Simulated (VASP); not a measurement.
# P: single point with PBEsol+D3(BJ)

The system is P.

```xyz
4
Lattice="1.6685 -5.0411 0.0000 1.6685 5.0411 0.0000 0.0000 0.0000 4.0004" Properties=species:S:1:pos:R:3 pbc="T T T"
P     1.6685   -3.9473    0.2592
P     1.6685   -1.0939    2.2594
P     1.6685    3.9473    3.7411
P     1.6685    1.0939    1.7409
```

| Item | Value |
| --- | --- |
| Program | VASP 6.6.1 |
| Task | single point |
| Functional | PBEsol |
| Dispersion | D3(BJ) |
| Potentials or basis | VASP PAW PBE potentials, release 64 (P) |
| Cutoff | 520 eV |
| k mesh | 14 × 14 × 12 |
| Occupations | gaussian, width 0.1 eV |
| Spin | no spin polarisation |

```json
{
  "Pressure": "-1.8 GPa",
  "Largest force": "0.037 eV/Å",
  "Band gap on the k mesh": "zero (bands 10 and 11 overlap by 0.37 eV)",
  "Dispersion energy per atom": "-0.335 eV"
}
```

Forces in eV/Å, atoms in the order of the input:
```
P    0.000 -0.025  0.028
P    0.000  0.025  0.028
P    0.000  0.025 -0.028
P    0.000 -0.025 -0.028
```

Stress tensor (GPa, compression positive):
```
-1.81  0.00  0.00
 0.00 -1.94  0.00
 0.00  0.00 -1.76
```

Levels at points of the mesh, in eV from the Fermi level:
```tsv
k point	band 6	band 7	band 8	band 9	band 10	band 11	band 12	band 13	band 14	band 15
(0.00, 0.00, 0.00)	-4.22	-3.90	-2.86	-2.81	-1.29	1.21	1.33	1.82	3.77	5.63
(0.50, 0.00, 0.00)	-4.83	-3.08	-3.08	-2.62	-2.62	0.57	0.57	1.18	1.18	3.42
(0.50, 0.50, 0.00)	-4.95	-4.58	-2.16	-2.09	-0.73	0.28	0.79	2.53	3.43	5.82
(0.00, 0.00, 0.50)	-5.42	-3.06	-3.06	-0.63	-0.63	1.42	1.42	1.82	1.82	5.65
(0.50, 0.00, 0.50)	-6.26	-5.92	-5.92	-2.25	-2.25	1.46	1.46	5.45	5.45	6.44
(0.50, 0.50, 0.50)	-3.18	-2.37	-2.37	-1.05	-1.05	1.15	1.15	2.50	2.50	2.89
```

Run time: 6.8 min on 1 thread of Intel(R) Xeon(R) Platinum 8375C CPU @ 2.90GHz (Ice Lake), on a shared host, peak memory 0.45 GiB.

Caveat: the PAW data sets were made with another functional, which shifts forces and pressure a little.
